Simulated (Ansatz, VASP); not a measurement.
**Two plane-wave programs on Sb**

The input POSCAR:

```
Sb
1.0
    3.3545324186      0.0000000000      0.0000000000
   -1.6772662093      2.9051102923      0.0000000000
    0.0000000000      0.0000000000      5.4701606500
Sb
2
Direct
    0.6666666667      0.3333333333      0.7500000000
    0.3333333333      0.6666666667      0.2500000000
```

INCAR.step1

```
SYSTEM = Sb
PREC = Accurate
ENCUT = 520
ISMEAR = -1
SIGMA = 0.05
LREAL = .FALSE.
LASPH = .TRUE.
NELM = 80
NBANDS = 12
GGA = PE
ALGO = Normal
EDIFF = 1E-4
LWAVE = .TRUE.
LCHARG = .FALSE.
```

The input INCAR.step2:

```
SYSTEM = Sb
PREC = Accurate
ENCUT = 520
EDIFF = 1E-6
ISMEAR = -1
SIGMA = 0.05
LREAL = .FALSE.
LASPH = .TRUE.
NELM = 80
ALGO = Normal
ISIF = 2
LWAVE = .FALSE.
LCHARG = .FALSE.
METAGGA = R2SCAN
LMIXTAU = .TRUE.
NBANDS = 12
ISTART = 1
```

The input KPOINTS:

```
regular mesh
0
G
  9 9 5
  0 0 0
```

input.yaml

```yaml
crystal:
  lattice:
    - [3.3545324186, 0.0, 0.0]
    - [-1.6772662093, 2.9051102923, 0.0]
    - [0.0, 0.0, 5.47016065]
  atoms:
    - { symbol: Sb, position: [0.6666666667, 0.3333333333, 0.75] }
    - { symbol: Sb, position: [0.3333333333, 0.6666666667, 0.25] }
hamiltonian:
  xc: r2scan
  pseudopotentials: { kind: paw }
kpoints:
  mp_grid: { grid: [9, 9, 5] }
  band_path:
    path:
      - [[0.0, 0.0, 0.0], [0.5, 0.0, 0.0], [0.3333333333, 0.3333333333, 0.0], [0.0, 0.0, 0.0], [0.0, 0.0, 0.5], [0.5, 0.0, 0.5], [0.3333333333, 0.3333333333, 0.5], [0.0, 0.0, 0.5]]
      - [[0.5, 0.0, 0.5], [0.5, 0.0, 0.0]]
      - [[0.3333333333, 0.3333333333, 0.0], [0.3333333333, 0.3333333333, 0.5]]
    npoints: 14
scf:
  occupations: { method: fermi_dirac, width: 0.05 }
  n_extra_bands: 6
output:
  forces: true
  stress: true
  eigenvalues: true
  fatbands: true
```

Alike in both runs: functional r2SCAN; k mesh 9 × 9 × 5; occupations fermi-dirac, width 0.05 eV; no spin polarisation.

```csv
,VASP,Ansatz
version,VASP 6.6.1,Ansatz 0.2.0
potentials or method,"VASP PAW PBE potentials, release 64 (Sb)",Ansatz PAW
plane-wave cutoff (eV),520,500
valence electrons in the cell,10,30
task,single point,band structure
```

|  | VASP | Ansatz | Ansatz less VASP |
| --- | --- | --- | --- |
| gap on the k mesh at the Fermi level (eV) | none | none | - |
| pressure (GPa) | 0.6 | 0.7 | +0.11 |

VASP's potentials were made for PBE, not for r2SCAN. A gap of «none» marks a metal or a gap that the smearing closes. VASP's potentials hold 10 valence electrons a cell and Ansatz's 30, so a difference there can come from the potentials and not from the codes.

Neither program's run includes spin-orbit coupling.
